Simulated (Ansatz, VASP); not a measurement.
**ZnO in VASP and in Ansatz**

File POSCAR:

```
ZnO
1.0
   -0.0331801297      2.1337703963      2.1337703963
    2.1337703963     -0.0331801297      2.1337703963
    2.1005902667      2.1005902667      0.0000000000
Zn O
1 1
Direct
    0.0000000000      0.0000000000      0.0000000000
    0.5000000000      0.5000000000      0.5000000000
```

Contents of INCAR.step1:

```
PREC = Accurate ; ENCUT = 520
ISMEAR = 0 ; SIGMA = 0.01
LREAL = False ; LASPH = True
NELM = 100 ; NBANDS = 16
GGA = PE ; ALGO = Normal
EDIFF = 1E-4 ; LWAVE = True
LCHARG = False
```

File INCAR.step2:

```
PREC = Accurate ; ENCUT = 520
EDIFF = 1E-6 ; ISMEAR = 0
SIGMA = 0.01 ; LREAL = False
LASPH = True ; NELM = 100
ALGO = Normal ; ISIF = 2
LWAVE = False ; LCHARG = False
METAGGA = R2SCAN ; LMIXTAU = True
NBANDS = 16 ; ISTART = 1
```

The input KPOINTS:

```
Automatic mesh
0
Gamma
  10 10 10
```

Input for Ansatz:

```yaml
crystal:
  lattice:
    - [-0.0331801297, 2.1337703963, 2.1337703963]
    - [2.1337703963, -0.0331801297, 2.1337703963]
    - [2.1005902667, 2.1005902667, 0.0]
  atoms:
    - { symbol: Zn, position: [0.0, 0.0, 0.0] }
    - { symbol: O, position: [0.5, 0.5, 0.5] }
kpoints:
  mp_grid: { grid: [10, 10, 10] }
  band_path:
    path:
      - [0.0, 0.0, 0.0]
      - [0.5, 0.0, 0.5]
      - [0.625, 0.25, 0.625]
      - [0.375, 0.375, 0.75]
      - [0.5, 0.5, 0.5]
      - [0.5, 0.25, 0.75]
    npoints: 1
hamiltonian:
  xc: r2scan
scf:
  occupations: { method: fixed }
  n_extra_bands: 4
output:
  forces: true
  stress: true
  eigenvalues: true
```

Change from the starting cell: shear_xy strain -3.1%.

Alike in both runs: task single point; functional r2SCAN; k mesh 10 × 10 × 10; no spin polarisation.

|  | VASP | Ansatz |
| --- | --- | --- |
| version | VASP 6.6.1 | Ansatz 0.2.0 |
| potentials or method | VASP PAW PBE potentials, release 64 (Zn, O) | plane waves, PAW |
| plane-wave cutoff (eV) | 520 | 500 |
| occupations | gaussian, width 0.01 eV | fixed |
| valence electrons in the cell | 18 | 18 |

|  | VASP | Ansatz | Ansatz less VASP |
| --- | --- | --- | --- |
| gap on the k mesh at the Fermi level (eV) | 1.52 | 1.54 | +0.020 |
| pressure (GPa) | 1.4 | 0.0 | -1.37 |
| traceless stress, the component that is largest in VASP (GPa) | 2.79 | 2.97 | +0.179 |

VASP's potentials were made for PBE, not for r2SCAN.
